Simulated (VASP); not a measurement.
# TiTe2 (P-3m1) in VASP: notebook, part 2 of 2

VASP 6.6.1. The steps go on from the part before.

**5. Relaxation of shape and atoms at fixed volume, PBE+D3(BJ) (22.91 Å³/atom)**

This run uses another cell than the first one, of 22.91 Å³/atom.

INCAR reads:

```
PREC = Accurate
ENCUT = 600
EDIFF = 1E-7
ISMEAR = 0
SIGMA = 0.1
LREAL = F
LASPH = T
NELM = 80
ALGO = Fast
ISIF = 4
LWAVE = F
LCHARG = F
GGA = PE
IVDW = 12
IBRION = 2
NSW = 50
EDIFFG = -0.01
```

KPOINTS reads:

```
regular mesh
0
Gamma
  15 15 8
```

POSCAR reads:

```
TiTe2
1.0
    3.5888450686      0.0000000000      0.0000000000
   -1.7944225343      3.1080309997      0.0000000000
    0.0000000000      0.0000000000      6.1613562687
Ti Te
1 2
Direct
    0.0000000000      0.0000000000      0.0000000000
    0.6666666667      0.3333333333      0.2787537123
    0.3333333333      0.6666666667      0.7212462877
```

Potentials or basis: VASP PAW PBE potentials, release 64 (Ti_sv, Te).

Launch:

```sh
> cat potpaw_PBE.64/Ti_sv/POTCAR potpaw_PBE.64/Te/POTCAR > POTCAR
> mpirun -np 1 vasp_std > vasp.out
```

OUTCAR:

```text
PREC = Accurate
   ENCUT = 600
   EDIFF = 1E-7
   ISMEAR = 0
   LREAL = F
   LASPH = T
   NELM = 80
   ISIF = 4
   GGA = PE
   IVDW = 12
   IBRION = 2
   NSW = 50
   EDIFFG = -0.01
 IVDW          = 12

 ion  position               nearest neighbor table
   1  0.000  0.000  0.000-   2 2.69   3 2.69   2 2.69   3 2.69   2 2.69   3 2.69
   2  0.667  0.333  0.279-   1 2.69   1 2.69   1 2.69   3 3.42   3 3.42   3 3.42
   3  0.333  0.667  0.721-   1 2.69   1 2.69   1 2.69   2 3.42   2 3.42   2 3.42

  LATTYP: Found a hexagonal cell.
 ALAT       =     3.5888450686
 C/A-ratio  =     1.7168075386

  Lattice vectors:

 A1 = (   3.5888450686,   0.0000000000,   0.0000000000)
 A2 = (  -1.7944225343,   3.1080309997,   0.0000000000)
 A3 = (   0.0000000000,   0.0000000000,   6.1613562687)

Analysis of symmetry for initial positions (statically):
[... 184 lines left out ...]
 E8    (eV) :    -0.7975
[... 237 lines left out ...]
--------------------------------------- Ionic step        7  -------------------------------------------

 number of electron      24.0000001 magnetization

 Free energy of the ion-electron system (eV)
  ---------------------------------------------------
  ext. energy  EPLUGINS =         0.00000000
  ---------------------------------------------------
  free energy    TOTEN  =       -15.89302363 eV

  energy without entropy =      -15.88629584  energy(sigma->0) =      -15.88965973

 E-fermi :   8.9028     XC(G=0): -10.6483

 val. band max:        8.9002491055   @ k =   0.3333   0.0000   0.5000
 cond. band min:       8.9069487666   @ k =   0.3333   0.0667   0.3750
 fundamental gap:      0.0066996611
 Fermi energy:         8.9028421159

 k-point     1 :       0.0000    0.0000    0.0000
  band No.  band energies     occupation
      1     -48.2907      2.00000
      2     -24.5654      2.00000
      3     -24.5654      2.00000
      4     -24.5569      2.00000
      5      -4.5639      2.00000
      6      -2.3915      2.00000
[... 433 lines left out ...]
      3     -24.5994      2.00000
      4     -24.5369      2.00000
      5      -2.0136      2.00000
      6      -1.7083      2.00000
[... 8 lines left out ...]
     15      10.6784      0.00000
     16      11.3952      0.00000

 [... further k-points ...]

------------------------ aborting loop because EDIFF is reached ----------------------------------------

 Edisp (eV)   -1.72452

 E8    (eV) :    -0.7976
[... 26 lines left out ...]
  FREE ENERGIE OF THE ION-ELECTRON SYSTEM (eV)
  ---------------------------------------------------
  free  energy   TOTEN  =       -17.6175473525 eV

  energy  without entropy=      -17.6108195653  energy(sigma->0) =      -17.61418346

 reached required accuracy - stopping structural energy minimisation
```

CONTCAR:

```text
TiTe2
   1.00000000000000
     3.5894359715103423    0.0000000000000000    0.0000000000000000
    -1.7947179857551712    3.1085427366447185   -0.0000000000000000
     0.0000000000000000    0.0000000000000000    6.1593278365171527
  Ti              Te
     1     2
Direct
     0.0000000000000000    0.0000000000000000    0.0000000000000000
     0.6666666667000030    0.3333333332999970    0.2821505287323555
     0.3333333332999970    0.6666666667000030    0.7178494712676444

  0.00000000E+00  0.00000000E+00  0.00000000E+00
  0.00000000E+00  0.00000000E+00  0.00000000E+00
  0.00000000E+00  0.00000000E+00  0.00000000E+00
```

It took 25 min on 1 thread of Oxide Virtual Turin-like, shared host; peak memory 0.41 GiB.

Results:

```yaml
Free_energy: -17.6175 eV
Energy_gained_by_relaxing: 2.0 meV/atom
Ionic_steps: 7
Pressure_after_relaxing: 5.2 GPa
Largest_force_after_relaxing: 0.004 eV/Å
Band_gap_on_the_k_mesh: zero (bands 12 and 13 overlap by 0.88 eV)
Dispersion_energy_per_atom: -0.575 eV
```

Forces on the atoms (eV/Å):
```
Ti   0.000  0.000  0.000
Te   0.000  0.000  0.004
Te   0.000  0.000 -0.004
```

Step by step:
```tsv
step	energy change (eV)	largest force (eV/Å)	pressure (GPa)	volume (Å³)
1	0.0000	0.2855	6.06	68.73
2	-0.0053	0.0876	5.48	68.73
3	-0.0057	0.0099	5.25	68.73
4	-0.0057	0.0159	5.26	68.73
5	-0.0059	0.0097	5.24	68.73
6	-0.0060	0.0005	5.22	68.73
7	-0.0060	0.0044	5.23	68.73
```

Final structure:
```xyz
3
Lattice="3.5894 0.0000 0.0000 -1.7947 3.1085 0.0000 0.0000 0.0000 6.1593" Properties=species:S:1:pos:R:3 pbc="T T T"
Ti    0.0000    0.0000    0.0000
Te    1.7947    1.0362    1.7379
Te    0.0000    2.0724    4.4215
```

Caveat: spin-orbit coupling is left out, which moves the levels of the heavy elements.

**6. The runs side by side**

| task | cell | smearing | gap on the mesh (eV) | pressure (GPa) |
| --- | --- | --- | --- | --- |
| relaxation of cell and atoms | relaxed to 5 GPa from a = 3.697, b = 3.697, c = 6.390 Å, angles 90.0, 90.0, 120.0°, 3 atoms, atomic positions A | fermi-dirac 0.15 eV | none | 5.0 |
| relaxation of shape and atoms at fixed volume | relaxed from a = 3.721, b = 3.721, c = 6.432 Å, angles 90.0, 90.0, 120.0°, 3 atoms, atomic positions A | fermi-dirac 0.15 eV | none | -0.8 |
| relaxation of shape and atoms at fixed volume | relaxed from a = 3.547, b = 3.547, c = 6.099 Å, angles 90.0, 90.0, 120.0°, 3 atoms, atomic positions B | gaussian 0.1 eV | none | 7.8 |
| relaxation of shape and atoms at fixed volume | relaxed from a = 3.589, b = 3.589, c = 6.161 Å, angles 90.0, 90.0, 120.0°, 3 atoms, atomic positions C | gaussian 0.1 eV | none | 5.2 |

Alike in all rows: level PBE+D3(BJ); potentials or basis VASP PAW PBE potentials, release 64 (Ti_sv, Te); no spin polarisation; k mesh 15 × 15 × 8; cutoff (eV) 600.

Caveats: spin-orbit coupling is left out, which moves the levels of the heavy elements; the cell is relaxed towards a set pressure, so the run minimises the enthalpy, not the energy (at least some runs).

Absolute energies hang on the potentials; compare differences alone.

The gap in the log of VASP goes by the Fermi energy; the results here count the filled bands.